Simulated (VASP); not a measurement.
# SnTe (P6_3mc) in VASP: further runs, part 2 of 2

VASP 6.6.1. The steps go on from the part before.

### Step 3. Single point, r2SCAN

This run uses another cell than the first one, of 40.91 Å³/atom.

File POSCAR:

```
SnTe
1.0
    5.3967552076      0.0000000001      0.0000000000
   -2.6983776038      4.6737271077      0.0000000000
    0.0000000000      0.0000000000      6.4878041586
Sn Te
2 2
Direct
    0.3333333333      0.6666666667     -0.0459806339
    0.6666666667      0.3333333333      0.4540193661
    0.3333333333      0.6666666667      0.4209806339
    0.6666666667      0.3333333333      0.9209806339
```

File INCAR.step1:

```
ALGO     = Normal         # electronic algorithm
EDIFF    = 1E-4           # SCF threshold, eV
ENCUT    = 520            # plane-wave cutoff, eV
GGA      = PE             # functional
ISMEAR   = 0              # smearing method
LASPH    = T              # aspherical terms in the spheres
LCHARG   = F              # write CHGCAR
LREAL    = F              # projectors in reciprocal space
LWAVE    = T              # write WAVECAR
NBANDS   = 28             # bands
NELM     = 80             # most SCF steps
PREC     = Accurate       # precision mode
SIGMA    = 0.01           # smearing width, eV
```

File INCAR.step2:

```
ALGO     = Normal         # electronic algorithm
EDIFF    = 1E-7           # SCF threshold, eV
ENCUT    = 520            # plane-wave cutoff, eV
ISIF     = 2              # what is computed and relaxed
ISMEAR   = 0              # smearing method
ISTART   = 1            
LASPH    = T              # aspherical terms in the spheres
LCHARG   = F              # write CHGCAR
LMIXTAU  = T            
LREAL    = F              # projectors in reciprocal space
LWAVE    = F              # write WAVECAR
METAGGA  = R2SCAN         # meta-GGA
NBANDS   = 28             # bands
NELM     = 80             # most SCF steps
PREC     = Accurate       # precision mode
SIGMA    = 0.01           # smearing width, eV
```

File KPOINTS:

```
k-points
0
Gamma
  6 6 4
```

Potentials or basis: VASP PAW PBE potentials, release 64 (Sn_d, Te).

On the command line:

```console
> cat potpaw_PBE.64/Sn_d/POTCAR potpaw_PBE.64/Te/POTCAR > POTCAR
> cp INCAR.step1 INCAR
> mpirun -np 1 vasp_std > vasp.out
> cp INCAR.step2 INCAR
> mpirun -np 1 vasp_std > vasp.out
```

OUTCAR:

```text
EDIFF = 1E-7
   ENCUT = 520
   ISIF = 2
   ISMEAR = 0
   ISTART = 1
   LASPH = T
   LREAL = F
   METAGGA = R2SCAN
   NELM = 80
   PREC = Accurate

 ion  position               nearest neighbor table
   1  0.333  0.667  0.954-   3 3.03   4 3.12   4 3.12   4 3.12   3 3.46
   2  0.667  0.333  0.454-   4 3.03   3 3.12   3 3.12   3 3.12   4 3.46
   3  0.333  0.667  0.421-   1 3.03   2 3.12   2 3.12   2 3.12   1 3.46
   4  0.667  0.333  0.921-   2 3.03   1 3.12   1 3.12   1 3.12   2 3.46

[... 847 lines left out ...]
  Direction    XX          YY          ZZ          XY          YZ          ZX
  --------------------------------------------------------------------------------------
  -------------------------------------------------------------------------------------
  Total       -0.0122132     -0.0122132      0.0174745     -0.0000000      0.0000000      0.0000000
  in kB       -0.1195769     -0.1195769      0.1710887     -0.0000000      0.0000000      0.0000000
  external PRESSURE =      -0.0226884 kB  Pullay stress =       0.0000000 kB

 VOLUME and BASIS-vectors are now :
 -----------------------------------------------------------------------------
  energy-cutoff  :      520.00
  volume of cell :      163.64
      direct lattice vectors                 reciprocal lattice vectors
     5.396755208  0.000000000  0.000000000     0.185296528  0.106981000  0.000000000
    -2.698377604  4.673727108  0.000000000    -0.000000000  0.213962000  0.000000000
     0.000000000  0.000000000  6.487804159     0.000000000  0.000000000  0.154135355

 POSITION                                       TOTAL-FORCE (eV/Angst)
 -----------------------------------------------------------------------------------
     -0.00000      3.11582      6.18949        -0.000000      0.000000     -0.007611
      2.69838      1.55791      2.94559         0.000000     -0.000000     -0.007611
     -0.00000      3.11582      2.73124         0.000000     -0.000000      0.007611
      2.69838      1.55791      5.97514        -0.000000     -0.000000      0.007611
 -----------------------------------------------------------------------------------
    total drift:                               -0.000000     -0.000000      0.000633

  FREE ENERGIE OF THE ION-ELECTRON SYSTEM (eV)
  ---------------------------------------------------
  free  energy   TOTEN  =      -100.7728317103 eV

  energy  without entropy=     -100.7728317103  energy(sigma->0) =     -100.77283171
```

OUTCAR.step1:

```text
EDIFF = 1E-4
   ENCUT = 520
   GGA = PE
   ISMEAR = 0
[... 876 lines left out ...]
     -0.00000      3.11582      6.18949        -0.000000     -0.000000     -0.080259
      2.69838      1.55791      2.94559         0.000000      0.000000     -0.080259
     -0.00000      3.11582      2.73124        -0.000000      0.000000      0.080259
      2.69838      1.55791      5.97514         0.000000     -0.000000      0.080259
 -----------------------------------------------------------------------------------
    total drift:                               -0.000000     -0.000000      0.004852

  FREE ENERGIE OF THE ION-ELECTRON SYSTEM (eV)
  ---------------------------------------------------
  free  energy   TOTEN  =       -14.6560510903 eV

  energy  without entropy=      -14.6560510903  energy(sigma->0) =      -14.65605109
```

OSZICAR.step1:

```text
N       E                     dE             d eps       ncg     rms          rms(c)
DAV:   1     0.333487114713E+03    0.33349E+03   -0.18531E+04  1188   0.157E+03
DAV:   2     0.289732366653E+02   -0.30451E+03   -0.29728E+03  1200   0.397E+02
DAV:   3    -0.128475514007E+02   -0.41821E+02   -0.40941E+02  1476   0.142E+02
DAV:   4    -0.147846451822E+02   -0.19371E+01   -0.19313E+01  1372   0.310E+01
DAV:   5    -0.148510195479E+02   -0.66374E-01   -0.66367E-01  1572   0.617E+00    0.634E+00
DAV:   6    -0.146592510129E+02    0.19177E+00   -0.43768E-01  1352   0.302E+00    0.422E+00
DAV:   7    -0.146557946450E+02    0.34564E-02   -0.19423E-01  1484   0.155E+00    0.950E-01
DAV:   8    -0.146543742890E+02    0.14204E-02   -0.26355E-02  1264   0.911E-01    0.509E-01
DAV:   9    -0.146560601891E+02   -0.16859E-02   -0.32401E-03  1264   0.316E-01    0.113E-01
DAV:  10    -0.146560510903E+02    0.90988E-05   -0.45533E-04  1172   0.136E-01
   1 F= -.14656051E+02 E0= -.14656051E+02  d E =-.399627E-31
```

It took 7.2 min on 1 thread of Intel Xeon Platinum 8259CL at 2.50GHz (Skylake/Cascade Lake), shared host; peak memory 0.34 GiB.

Results:

* Free energy: -100.7728 eV
* Pressure: 0.0 GPa
* Largest force: 0.008 eV/Å
* Band gap on the k mesh: 0.65 eV (least direct gap 0.85 eV)

Forces in eV/Å, atoms in the order of the input:
```
Sn   0.000  0.000 -0.008
Sn   0.000  0.000 -0.008
Te   0.000  0.000  0.008
Te   0.000  0.000  0.008
```

Caveat: the PAW data sets were made with another functional, which shifts forces and pressure a little; spin-orbit coupling is left out, which moves the levels of the heavy elements. A k mesh can miss the band edges.

### Step 4. Single point, r2SCAN (42.14 Å³/atom)

This run uses another cell than the first one, of 42.14 Å³/atom.

File POSCAR:

```
SnTe
1.0
    5.4501919027      0.0000000001      0.0000000000
   -2.7250959514      4.7200046432      0.0000000000
    0.0000000000      0.0000000000      6.5520440212
Sn Te
2 2
Direct
    0.3333333333      0.6666666667     -0.0459806339
    0.6666666667      0.3333333333      0.4540193661
    0.3333333333      0.6666666667      0.4209806339
    0.6666666667      0.3333333333      0.9209806339
```

File INCAR.step1:

```
SYSTEM = SnTe
  ALGO = Normal
  EDIFF = 1E-4
  ENCUT = 520
  GGA = PE
  ISMEAR = 0
  LASPH = .True.
  LCHARG = .False.
  LREAL = .False.
  LWAVE = .True.
  NBANDS = 28
  NELM = 80
  PREC = Accurate
  SIGMA = 0.01
```

File INCAR.step2:

```
SYSTEM = SnTe
  ALGO = Normal
  EDIFF = 1E-6
  ENCUT = 520
  ISIF = 2
  ISMEAR = 0
  ISTART = 1
  LASPH = .True.
  LCHARG = .True.
  LELF = .True.
  LMIXTAU = .True.
  LREAL = .False.
  LVHAR = .True.
  LWAVE = .False.
  METAGGA = R2SCAN
  NBANDS = 28
  NELM = 80
  PREC = Accurate
  SIGMA = 0.01
```

File KPOINTS:

```
k-points
0
Gamma
  6 6 4
  0 0 0
```

Potentials or basis: VASP PAW PBE potentials, release 64 (Sn_d, Te).

On the command line:

```console
> cat potpaw_PBE.64/Sn_d/POTCAR potpaw_PBE.64/Te/POTCAR > POTCAR
> cp INCAR.step1 INCAR
> mpirun -np 1 vasp_std > vasp.out
> cp INCAR.step2 INCAR
> mpirun -np 1 vasp_std > vasp.out
```

OUTCAR:

```text
SYSTEM = SnTe
   EDIFF = 1E-6
   ENCUT = 520
   ISIF = 2
   ISMEAR = 0
   ISTART = 1
   LASPH = .True.
   LREAL = .False.
   METAGGA = R2SCAN
   NELM = 80
   PREC = Accurate

 ion  position               nearest neighbor table
   1  0.333  0.667  0.954-   3 3.06   4 3.15   4 3.15   4 3.15   3 3.49
   2  0.667  0.333  0.454-   4 3.06   3 3.15   3 3.15   3 3.15   4 3.49
   3  0.333  0.667  0.421-   1 3.06   2 3.15   2 3.15   2 3.15   1 3.49
   4  0.667  0.333  0.921-   2 3.06   1 3.15   1 3.15   1 3.15   2 3.49

  LATTYP: Found a hexagonal cell.
 ALAT       =     5.4501919027
 C/A-ratio  =     1.2021675820

  Lattice vectors:

 A1 = (   5.4501919027,   0.0000000001,   0.0000000000)
 A2 = (  -2.7250959514,   4.7200046432,   0.0000000000)
 A3 = (   0.0000000000,   0.0000000000,   6.5520440212)

Analysis of symmetry for initial positions (statically):
=====================================================================
 Subroutine PRICEL returns:
 Original cell was already a primitive cell.

 Routine SETGRP: Setting up the symmetry group for a
 hexagonal supercell.
[... 167 lines left out ...]

  energy without entropy =     -100.75980862  energy(sigma->0) =     -100.75980862

 E-fermi :   3.9238     XC(G=0):  -8.4410

 val. band max:        3.8663971454   @ k =   0.3333   0.3333   0.5000
 cond. band min:       4.6147552723   @ k =   0.1667   0.0000   0.0000
 fundamental gap:      0.7483581269
 Fermi energy:         3.9238036829

 k-point     1 :       0.0000    0.0000    0.0000
  band No.  band energies     occupation
      1     -18.5972      2.00000
      2     -18.5972      2.00000
      3     -18.5970      2.00000
      4     -18.5969      2.00000
      5     -18.5901      2.00000
      6     -18.5789      2.00000
[... 640 lines left out ...]
     27       8.8696      0.00000
     28       8.8696      0.00000

------------------------ aborting loop because EDIFF is reached ----------------------------------------

  FORCE on cell =-STRESS in cart. coord.  units (eV):
  Direction    XX          YY          ZZ          XY          YZ          ZX
  --------------------------------------------------------------------------------------
  -------------------------------------------------------------------------------------
  Total       -0.9291435     -0.9291435     -0.9675104     -0.0000000     -0.0000000      0.0000000
  in kB       -8.8320670     -8.8320670     -9.1967669     -0.0000000     -0.0000000      0.0000000
  external PRESSURE =      -8.9536336 kB  Pullay stress =       0.0000000 kB

 VOLUME and BASIS-vectors are now :
 -----------------------------------------------------------------------------
  energy-cutoff  :      520.00
  volume of cell :      168.55
      direct lattice vectors                 reciprocal lattice vectors
     5.450191903  0.000000000  0.000000000     0.183479778  0.105932099  0.000000000
    -2.725095951  4.720004643  0.000000000    -0.000000000  0.211864198  0.000000000
     0.000000000  0.000000000  6.552044021     0.000000000  0.000000000  0.152624127

 POSITION                                       TOTAL-FORCE (eV/Angst)
 -----------------------------------------------------------------------------------
     -0.00000      3.14667      6.25078         0.000000     -0.000000      0.052505
      2.72510      1.57333      2.97475        -0.000000      0.000000      0.052505
     -0.00000      3.14667      2.75828         0.000000     -0.000000     -0.052505
      2.72510      1.57333      6.03431        -0.000000      0.000000     -0.052505
 -----------------------------------------------------------------------------------
    total drift:                                0.000000      0.000000      0.002831

  FREE ENERGIE OF THE ION-ELECTRON SYSTEM (eV)
  ---------------------------------------------------
  free  energy   TOTEN  =      -100.7598086249 eV

  energy  without entropy=     -100.7598086249  energy(sigma->0) =     -100.75980862
```

OSZICAR.step1:

```text
N       E                     dE             d eps       ncg     rms          rms(c)
DAV:   1     0.331058357477E+03    0.33106E+03   -0.18590E+04  1180   0.154E+03
DAV:   2     0.293835957088E+02   -0.30167E+03   -0.29427E+03  1204   0.392E+02
DAV:   3    -0.129081181749E+02   -0.42292E+02   -0.41044E+02  1452   0.143E+02
DAV:   4    -0.148082990561E+02   -0.19002E+01   -0.18942E+01  1372   0.313E+01
DAV:   5    -0.148765504090E+02   -0.68251E-01   -0.68241E-01  1620   0.628E+00    0.588E+00
DAV:   6    -0.146626863167E+02    0.21386E+00   -0.50639E-01  1360   0.321E+00    0.393E+00
DAV:   7    -0.146603336012E+02    0.23527E-02   -0.19141E-01  1476   0.150E+00    0.106E+00
DAV:   8    -0.146598853515E+02    0.44825E-03   -0.23982E-02  1264   0.880E-01    0.489E-01
DAV:   9    -0.146615166367E+02   -0.16313E-02   -0.32146E-03  1248   0.307E-01    0.962E-02
DAV:  10    -0.146615824487E+02   -0.65812E-04   -0.42611E-04  1176   0.122E-01
   1 F= -.14661582E+02 E0= -.14661582E+02  d E =-.123742E-42
```

It took 4 min on 1 thread of Intel Xeon Platinum 8488C (Sapphire Rapids), shared host; peak memory 0.37 GiB.

What came out:

```yaml
Free_energy: -100.7598 eV
Pressure: -0.9 GPa
Largest_force: 0.053 eV/Å
Band_gap_on_the_k_mesh: 0.75 eV (least direct gap 0.91 eV)
```

Forces on the atoms (eV/Å):
```
Sn   0.000  0.000  0.053
Sn   0.000  0.000  0.053
Te   0.000  0.000 -0.053
Te   0.000  0.000 -0.053
```

Caveat: the PAW data sets were made with another functional, which shifts forces and pressure a little; spin-orbit coupling is left out, which moves the levels of the heavy elements. A k mesh can miss the band edges.

### Step 5. Single point, r2SCAN (43.37 Å³/atom)

This run uses another cell than the first one, of 43.37 Å³/atom.

File POSCAR:

```
SnTe
1.0
    5.5026008091      0.0000000001      0.0000000000
   -2.7513004046      4.7653920875      0.0000000000
    0.0000000000      0.0000000000      6.6150483095
Sn Te
2 2
Direct
    0.3333333333      0.6666666667     -0.0459806339
    0.6666666667      0.3333333333      0.4540193661
    0.3333333333      0.6666666667      0.4209806339
    0.6666666667      0.3333333333      0.9209806339
```

File INCAR.step1:

```
PREC = Accurate ; ENCUT = 520
ISMEAR = 0 ; SIGMA = 0.01
LREAL = F ; LASPH = T
NELM = 100 ; NBANDS = 28
GGA = PE ; ALGO = Normal
EDIFF = 1E-4 ; LWAVE = T
LCHARG = F
```

File INCAR.step2:

```
PREC = Accurate ; ENCUT = 520
EDIFF = 1E-7 ; ISMEAR = 0
SIGMA = 0.01 ; LREAL = F
LASPH = T ; NELM = 100
ALGO = Normal ; ISIF = 2
LWAVE = F ; LCHARG = T
METAGGA = R2SCAN ; LMIXTAU = T
LELF = T ; LVHAR = T
NBANDS = 28 ; ISTART = 1
```

File KPOINTS:

```
Automatic mesh
0
Gamma
  6 6 4
```

On the command line:

```console
> cat potpaw_PBE.64/Sn_d/POTCAR potpaw_PBE.64/Te/POTCAR > POTCAR
> cp INCAR.step1 INCAR
> mpirun -np 1 vasp_std > vasp.out
> cp INCAR.step2 INCAR
> mpirun -np 1 vasp_std > vasp.out
```

Run time: 4.4 min. Hardware: 1 thread of Intel Xeon Platinum 8488C (Sapphire Rapids), shared host; peak memory 0.37 GiB.

It converged, with:

```
Free energy            : -100.7214 eV
Pressure               : -1.7 GPa
Largest force          : 0.107 eV/Å
Band gap on the k mesh : 0.84 eV (least direct gap 0.96 eV)
```

Forces in eV/Å, atoms in the order of the input:
```
Sn   0.000  0.000  0.107
Sn   0.000  0.000  0.107
Te   0.000  0.000 -0.107
Te   0.000  0.000 -0.107
```

Stress tensor (GPa, compression positive):
```
-1.63  0.00  0.00
 0.00 -1.63  0.00
 0.00  0.00 -1.72
```

Levels at points of the mesh, in eV from the valence-band top:
| k point | band 17 | band 18 | band 19 | band 20 | band 21 | band 22 | band 23 | band 24 |
| --- | --- | --- | --- | --- | --- | --- | --- | --- |
| (0.00, 0.00, 0.00) | -3.24 | -1.96 | -1.96 | -1.95 | 0.87 | 0.87 | 2.46 | 2.46 |
| (0.50, 0.00, 0.00) | -3.03 | -2.33 | -2.09 | -0.57 | 1.95 | 2.78 | 3.23 | 3.85 |
| (0.00, 0.00, 0.50) | -2.66 | -2.66 | -1.52 | -1.52 | 1.41 | 1.41 | 1.41 | 1.41 |
| (0.50, 0.00, 0.50) | -1.99 | -1.99 | -0.81 | -0.81 | 1.03 | 1.03 | 2.52 | 2.52 |

Caveat: the PAW data sets were made with another functional, which shifts forces and pressure a little; spin-orbit coupling is left out, which moves the levels of the heavy elements. A k mesh can miss the band edges.

### Step 6. Overview

| cell | gap on the mesh (eV) | pressure (GPa) | largest force (eV/Å) |
| --- | --- | --- | --- |
| a = 5.342, b = 5.342, c = 6.422 Å, angles 90.0, 90.0, 120.0°, 4 atoms | 0.53 | 1.0 | 0.07 |
| a = 5.397, b = 5.397, c = 6.488 Å, angles 90.0, 90.0, 120.0°, 4 atoms | 0.65 | 0.0 | 0.01 |
| a = 5.450, b = 5.450, c = 6.552 Å, angles 90.0, 90.0, 120.0°, 4 atoms | 0.75 | -0.9 | 0.05 |
| a = 5.503, b = 5.503, c = 6.615 Å, angles 90.0, 90.0, 120.0°, 4 atoms | 0.84 | -1.7 | 0.11 |

Alike in all rows: task single point; level r2SCAN; potentials or basis VASP PAW PBE potentials, release 64 (Sn_d, Te); no spin polarisation; k mesh 6 × 6 × 4; cutoff (eV) 520; smearing gaussian 0.01 eV.

Caveats: the PAW data sets were made with another functional, which shifts forces and pressure a little; spin-orbit coupling is left out, which moves the levels of the heavy elements.

Total energies depend on the potentials used, so only differences within one code and one set of settings carry meaning.
